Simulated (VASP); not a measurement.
# HgTe (Cmcm) in VASP: a series of runs

HgTe is run at these levels: r2SCAN+D4; tasks: single point.

Everything below comes from runs of VASP 6.6.1. Logs are shortened: lines on timing, memory, paths and dates and some standing lists are left out, and cuts for length are marked.

### 1 The cell of the first run

It takes space group Cmcm (No. 63, orthorhombic). Conventional cell: a = 5.925 Å, b = 6.865 Å, c = 5.798 Å, α = 90.00°, β = 90.00°, γ = 90.00°. Hg (site symmetry m2m) has 6 Te at 2.99 to 3.83 Å and 2 Hg at 3.61 Å within 3.9 Å. Te (site symmetry m2m) has 6 Hg at 2.99 to 3.83 Å within 3.9 Å.

### 2 Single point, r2SCAN+D4

Input file POSCAR:

```
HgTe
1.0
    2.9625928200     -3.4322597100      0.0000000000
    2.9625928200      3.4322597100      0.0000000000
    0.0000000000      0.0000000000      5.7981570000
Hg Te
2 2
Direct
    0.3430500000      0.6569500000      0.7500000000
    0.6569500000      0.3430500000      0.2500000000
    0.7848090000      0.2151910000      0.7500000000
    0.2151910000      0.7848090000      0.2500000000
```

Input file INCAR.step1:

```
PREC = Accurate
ENCUT = 520
ISMEAR = -1
SIGMA = 0.02
LREAL = False
LASPH = True
NELM = 80
NBANDS = 26
GGA = PE
ALGO = Normal
EDIFF = 1E-4
LWAVE = True
LCHARG = False
```

Input file INCAR.step2:

```
PREC = Accurate
ENCUT = 520
EDIFF = 1E-7
ISMEAR = -1
SIGMA = 0.02
LREAL = False
LASPH = True
NELM = 80
ALGO = Normal
ISIF = 2
LWAVE = False
LCHARG = False
METAGGA = R2SCAN
LMIXTAU = True
IVDW = 13
VDW_S6 = 1.0
VDW_S8 = 0.6018749
VDW_A1 = 0.51559235
VDW_A2 = 5.77342911
NBANDS = 26
ISTART = 1
```

Input file KPOINTS:

```
Automatic mesh
0
Gamma
  4 4 4
```

Potentials or basis: VASP PAW PBE potentials, release 64 (Hg, Te).

The run is started by

```
cat potpaw_PBE.64/Hg/POTCAR potpaw_PBE.64/Te/POTCAR > POTCAR
cp INCAR.step1 INCAR
mpirun -np 1 vasp_std > vasp.out
cp INCAR.step2 INCAR
mpirun -np 1 vasp_std > vasp.out
```

OUTCAR:

```text
PREC = Accurate
   ENCUT = 520
   EDIFF = 1E-7
   ISMEAR = -1
   LREAL = False
   LASPH = True
   NELM = 80
   ISIF = 2
   METAGGA = R2SCAN
   IVDW = 13
   ISTART = 1

 ion  position               nearest neighbor table
   1  0.343  0.657  0.750-   3 2.99   3 2.99   4 3.03   4 3.03   3 3.03   2 3.61   2 3.61
   2  0.657  0.343  0.250-   4 2.99   4 2.99   3 3.03   3 3.03   4 3.03   1 3.61   1 3.61
   3  0.785  0.215  0.750-   1 2.99   1 2.99   2 3.03   2 3.03   1 3.03
   4  0.215  0.785  0.250-   2 2.99   2 2.99   1 3.03   1 3.03   2 3.03

  LATTYP: Found a base centered orthorhombic cell.
 ALAT       =     5.9251856400
 B/A-ratio  =     1.1585323798
 C/A-ratio  =     0.9785612388

  Lattice vectors:

 A1 = (   2.9625928200,  -3.4322597100,   0.0000000000)
 A2 = (   2.9625928200,   3.4322597100,   0.0000000000)
 A3 = (   0.0000000000,   0.0000000000,   5.7981570000)

Analysis of symmetry for initial positions (statically):
=====================================================================
 Subroutine PRICEL returns:
 Original cell was already a primitive cell.

 Routine SETGRP: Setting up the symmetry group for a
 base centered orthorhombic supercell.

 Subroutine GETGRP returns: Found  8 space group operations
 (whereof  4 operations were pure point group operations)
 out of a pool of  8 trial point group operations.

The static configuration has the point symmetry C_2h.
 The point group associated with its full space group is D_2h.

Analysis of symmetry for dynamics (positions and initial velocities):
=====================================================================
 Subroutine PRICEL returns:
 Original cell was already a primitive cell.

 Routine SETGRP: Setting up the symmetry group for a
 base centered orthorhombic supercell.

 Subroutine GETGRP returns: Found  8 space group operations
 (whereof  4 operations were pure point group operations)
 out of a pool of  8 trial point group operations.

The dynamic configuration has the point symmetry C_2h.
 The point group associated with its full space group is D_2h.

 Subroutine INISYM returns: Found  8 space group operations
 (whereof  4 operations are pure point group operations),
 and found     1 'primitive' translations

----------------------------------------------------------------------------------------

                                     Primitive cell

  volume of cell :     117.9158

  direct lattice vectors                    reciprocal lattice vectors
     2.962592820 -3.432259710  0.000000000     0.168771083 -0.145676622  0.000000000
     2.962592820  3.432259710  0.000000000     0.168771083  0.145676622  0.000000000
     0.000000000  0.000000000  5.798157000     0.000000000  0.000000000  0.172468596

  length of vectors
     4.534022820  4.534022820  5.798157000     0.222946982  0.222946982  0.172468596

  position of ions in fractional coordinates (direct lattice)
     0.343050000  0.656950000  0.750000000
     0.656950000  0.343050000  0.250000000
     0.784809000  0.215191000  0.750000000
     0.215191000  0.784809000  0.250000000

  ion indices of the primitive-cell ions
   primitive index   ion index
                 1           1
                 2           2
                 3           3
                 4           4

----------------------------------------------------------------------------------------

 KPOINTS: Automatic mesh

Automatic generation of k-mesh.
 Grid dimensions read from file:
 generate k-points for:    4    4    4

 Generating k-lattice:

  Cartesian coordinates                     Fractional coordinates (reciprocal lattice)
     0.042192771 -0.036419155  0.000000000     0.250000000  0.000000000  0.000000000
     0.042192771  0.036419155  0.000000000     0.000000000  0.250000000  0.000000000
     0.000000000  0.000000000  0.043117149     0.000000000  0.000000000  0.250000000

  Length of vectors
     0.055736745  0.055736745  0.043117149

  Shift w.r.t. Gamma in fractional coordinates (k-lattice)
     0.000000000  0.000000000  0.000000000

 Subroutine IBZKPT returns following result:
 ===========================================

 Found     21 irreducible k-points:

 Following reciprocal coordinates:
            Coordinates               Weight
  0.000000  0.000000  0.000000      1.000000
  0.250000  0.000000  0.000000      4.000000
  0.500000  0.000000  0.000000      2.000000
  0.250000  0.250000  0.000000      2.000000
  0.500000  0.250000  0.000000      4.000000
 -0.250000  0.250000  0.000000      2.000000
[... 13 lines left out ...]
 -0.250000  0.250000  0.500000      2.000000
  0.500000  0.500000  0.500000      1.000000
   k-points           NKPTS =     21   k-points in BZ     NKDIM =     21   number of bands    NBANDS=     26
   number of dos      NEDOS =    301   number of ions     NIONS =      4
   total plane-waves  NPLWV =  62208
   dimension x,y,z NGX =    36 NGY =   36 NGZ =   48
   dimension x,y,z NGXF=    72 NGYF=   72 NGZF=   96
   ions per type =               2   2
   NGX,Y,Z   is equivalent  to a cutoff of  13.20, 13.20, 13.76 a.u.
   NGXF,Y,Z  is equivalent  to a cutoff of  26.40, 26.40, 27.53 a.u.
 SYSTEM =  unknown system
   PREC   = accura    normal or accurate (medium, high low for compatibility)
   ISTART =      1    job   : 0-new  1-cont  2-samecut
   ICHARG =      0    charge: 1-file 2-atom 10-const
   ISPIN  =      1    spin polarized calculation?
   LNONCOLLINEAR =      F non collinear calculations
   LSORBIT =      F    spin-orbit coupling
   LASPH  =      T    aspherical Exc in radial PAW
   ENCUT  =  520.0 eV  38.22 Ry    6.18 a.u.   8.43  8.43 10.78*2*pi/ulx,y,z
   NELM   =     80;   NELMIN=  2; NELMDL=  0     # of ELM steps
   EDIFF  = 0.1E-06   stopping-criterion for ELM
   LREAL  =      F    real-space projection
   EDIFFG = 0.1E-05   stopping-criterion for IOM
   NSW    =      0    number of steps for IOM
   IBRION =     -1    ionic relax: 0-MD 1-quasi-New 2-CG
   NFREE  =      0    steps in history (QN), initial steepest desc. (CG)
   ISIF   =      2    stress and relaxation
   ISYM   =      2    0-nonsym 1-usesym 2-fastsym
   POTIM  = 0.5000    time-step for ionic-motion
   TEBEG  =    0.0;   TEEND  =   0.0 temperature during run
   PSTRESS=    0.0 pullay stress
   NELECT =      36.0000    total number of electrons
   NUPDOWN=      -1.0000    fix difference up-down
   EMIN   =  10.00;   EMAX   =-10.00  energy-range for DOS
   EFERMI =   0.00;   METHOD = LEGACY
   ISMEAR =    -1;   SIGMA  =   0.02  broadening in eV -4-tet -1-fermi 0-gaus
   EFERMI_NEDOS =   21; number of points for ismear=-14 and -15
   IALGO  =     38    algorithm
   IMIX   =      4    mixing-type and parameters
     AMIX     =   0.40;   BMIX     =  1.00
     AMIX_MAG =   1.60;   BMIX_MAG =  1.00
  volume/ion in A,a.u.               =      29.48       198.93
  Fermi-wavevector in a.u.,A,eV,Ry     =   1.102347  2.083134 16.533375  1.215169
  Thomas-Fermi vector in A             =   2.238788
   LORBIT       =      0    0 simple, 1 ext, 2 COOP (PROOUT), +10 PAW based schemes
   METAGGA = R2SCAN    functional components
   LHFCALC =     F    Hartree Fock is set to
   AEXX    =    0.0000 exact exchange contribution
   IVDW    =    13    specifies the selected vdW correction
   LEPSILON=     F    determine dielectric tensor
   LRPA    =     F    only Hartree local field effects (RPA)
 non-spin polarized calculation
  energy-cutoff  :      520.00
  volume of cell :      117.92
 maximum number of plane-waves:      3199
 NGX is ok and might be reduce to    36
   NGX = 17   NGY = 17   NGZ = 21

 number of electron      36.0000004 magnetization

 Free energy of the ion-electron system (eV)
  ---------------------------------------------------
  ext. energy  EPLUGINS =         0.00000000
  ---------------------------------------------------
  free energy    TOTEN  =      -149.64947229 eV

  energy without entropy =     -149.64919714  energy(sigma->0) =     -149.64933471

 E-fermi :   3.9245     XC(G=0): -10.1985

 val. band max:        3.8160265905   @ k =   0.2500   0.0000   0.2500
 cond. band min:       4.0194656549   @ k =   0.5000   0.2500   0.0000
 fundamental gap:      0.2034390645
 Fermi energy:         3.9244772719

 k-point     1 :       0.0000    0.0000    0.0000
  band No.  band energies     occupation
      1      -8.4518      2.00000
      2      -7.2799      2.00000
      3      -3.3172      2.00000
      4      -3.2089      2.00000
      5      -3.2020      2.00000
      6      -3.1453      2.00000
[... 18 lines left out ...]
     25      11.3285      0.00000
     26      11.5783      0.00000

 k-point     2 :       0.2500    0.0000    0.0000
  band No.  band energies     occupation
      1      -8.1457      2.00000
      2      -7.2403      2.00000
      3      -3.4443      2.00000
      4      -3.3321      2.00000
      5      -3.2247      2.00000
      6      -3.1273      2.00000
[... 18 lines left out ...]
     25      11.2503      0.00000
     26      11.3691      0.00000

 k-point     3 :       0.5000    0.0000    0.0000
  band No.  band energies     occupation
      1      -7.5474      2.00000
      2      -7.4628      2.00000
      3      -3.5357      2.00000
      4      -3.4182      2.00000
      5      -3.2884      2.00000
      6      -3.2598      2.00000
[... 18 lines left out ...]
     25       9.9011      0.00000
     26      10.9277      0.00000

 k-point     4 :       0.2500    0.2500    0.0000
  band No.  band energies     occupation
      1      -7.7920      2.00000
      2      -7.2668      2.00000
      3      -3.5097      2.00000
      4      -3.4287      2.00000
      5      -3.2861      2.00000
      6      -3.0869      2.00000
[... 18 lines left out ...]
     25      10.6100      0.00000
     26      11.9886      0.00000
[... 409 lines left out ...]
      1      -7.3371      2.00000
      2      -7.3371      2.00000
      3      -3.4596      2.00000
      4      -3.4596      2.00000
      5      -3.2445      2.00000
      6      -3.2445      2.00000
[... 18 lines left out ...]
     25      11.4873      0.00000
     26      11.4873      0.00000

 k-point    20 :      -0.2500    0.2500    0.5000
  band No.  band energies     occupation
      1      -7.5458      2.00000
      2      -7.5458      2.00000
      3      -3.4281      2.00000
      4      -3.4281      2.00000
      5      -3.1757      2.00000
      6      -3.1757      2.00000
[... 18 lines left out ...]
     25      10.6779      0.00000
     26      10.6779      0.00000

 k-point    21 :       0.5000    0.5000    0.5000
  band No.  band energies     occupation
      1      -7.3625      2.00000
      2      -7.3625      2.00000
      3      -3.4376      2.00000
      4      -3.4376      2.00000
      5      -3.0929      2.00000
      6      -3.0929      2.00000
[... 18 lines left out ...]
     25      11.6656      0.00000
     26      11.6656      0.00000

------------------------ aborting loop because EDIFF is reached ----------------------------------------

  DFT-D4 for vdW energy calculation

  Edisp (eV):   -0.60757

  FORCE on cell =-STRESS in cart. coord.  units (eV):
  Direction    XX          YY          ZZ          XY          YZ          ZX
  --------------------------------------------------------------------------------------
  -------------------------------------------------------------------------------------
  Total      -0.60330    -0.32384    -1.16201     0.00000    -0.00000     0.00000
  in kB      -8.19738    -4.40018   -15.78880     0.00000    -0.00000     0.00000
  external pressure =       -9.46 kB  Pullay stress =        0.00 kB

 VOLUME and BASIS-vectors are now :
 -----------------------------------------------------------------------------
  energy-cutoff  :      520.00
  volume of cell :      117.92
      direct lattice vectors                 reciprocal lattice vectors
     2.962592820 -3.432259710  0.000000000     0.168771083 -0.145676622  0.000000000
     2.962592820  3.432259710  0.000000000     0.168771083  0.145676622  0.000000000
     0.000000000  0.000000000  5.798157000     0.000000000  0.000000000  0.172468596

 POSITION                                       TOTAL-FORCE (eV/Angst)
 -----------------------------------------------------------------------------------
      2.96259      1.07739      4.34862         0.000000      0.007214     -0.000000
      2.96259     -1.07739      1.44954         0.000000     -0.007214      0.000000
      2.96259     -1.95508      4.34862         0.000000      0.065249     -0.000000
      2.96259      1.95508      1.44954         0.000000     -0.065249     -0.000000
 -----------------------------------------------------------------------------------
    total drift:                               -0.000000      0.000000     -0.000000

  FREE ENERGIE OF THE ION-ELECTRON SYSTEM (eV)
  ---------------------------------------------------
  free  energy   TOTEN  =      -150.2570396520 eV

  energy  without entropy=     -150.2567644976  energy(sigma->0) =     -150.25690207
```

Run time: 96 s. Hardware: 1 thread of Intel Xeon 6975P-C (Granite Rapids), shared host; peak memory 0.28 GiB.

What came out:

- Free energy: -150.2570 eV
- Pressure: -0.9 GPa
- Largest force: 0.065 eV/Å
- Band gap on the k mesh: zero (band 18 reaches 4.26 eV, above the bottom of band 19 at 2.14 eV)
- Dispersion energy per atom: -0.152 eV

Forces in eV/Å, atoms in the order of the input:
```
Hg   0.000  0.007  0.000
Hg   0.000 -0.007  0.000
Te   0.000  0.065  0.000
Te   0.000 -0.065  0.000
```

Caveat: the PAW data sets were made with another functional, which shifts forces and pressure a little; spin-orbit coupling is left out, which moves the levels of the heavy elements; pairwise dispersion overbinds metals, which lowers pressure and volume.

(Part 1 of 2 ends here.)
